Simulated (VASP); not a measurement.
## MgCd3S4: single point with PBE

The system is MgCd3S4.

```
Mg Cd S
1.0
    -2.84091    2.84091    5.68183
     2.84091   -2.84091    5.68183
     2.84091    2.84091   -5.68183
Mg Cd S
1 3 4
Direct
  0.50000 0.50000 0.00000
  0.00000 0.00000 0.00000
  0.75000 0.25000 0.50000
  0.25000 0.75000 0.50000
  0.75000 0.75000 0.00000
  0.50000 0.00000 0.50000
  0.25000 0.25000 0.00000
  0.00000 0.50000 0.50000
```

| Quantity | Value |
| --- | --- |
| Program | VASP 6.6.1 |
| Task | single point |
| Functional | PBE |
| Potentials or basis | VASP PAW PBE potentials, release 64 (Mg, Cd, S) |
| Cutoff | 520 eV |
| k mesh | 4 × 4 × 4 |
| Occupations | gaussian, width 0.1 eV |
| Spin | no spin polarisation |
| Dipole correction | no |
| Further INCAR settings | ALGO = Normal; EDIFF = 1e-06; NBANDS = 41 |

The pressure is -6.9 GPa and the largest force is 0.243 eV/Å. The band gap on the k mesh is 0.22 eV (least direct gap 0.83 eV).

Forces in eV/Å, atoms in the order of the input:
```
Mg   0.000  0.000  0.000
Cd   0.000  0.000  0.000
Cd   0.000  0.000  0.000
Cd   0.000  0.000  0.000
S    0.000  0.000 -0.243
S    0.000  0.000  0.000
S    0.000  0.000  0.243
S    0.000  0.000  0.000
```

Levels at points of the mesh, in eV from the valence-band top:
```
           k point  band 29  band 30  band 31  band 32  band 33  band 34
(0.00, 0.00, 0.00)    -0.49    -0.49    -0.49     0.33     0.92     3.04
(0.50, 0.00, 0.00)    -1.07    -0.58    -0.39     3.28     3.29     3.38
(0.50, 0.50, 0.00)    -0.04    -0.03     0.00     3.60     3.63     4.24
(0.50, 0.50, 0.50)    -1.13    -1.03    -1.03     0.22     0.88     2.74
```

Wall time 70 s on 1 thread of AMD EPYC 9R45 96-Core Processor (Zen 5) (shared host), peak memory 0.4 GiB.

Caveat: the cell stands under tension; semilocal functionals underestimate gaps, and a narrow one can read as zero. A k mesh can miss the band edges.
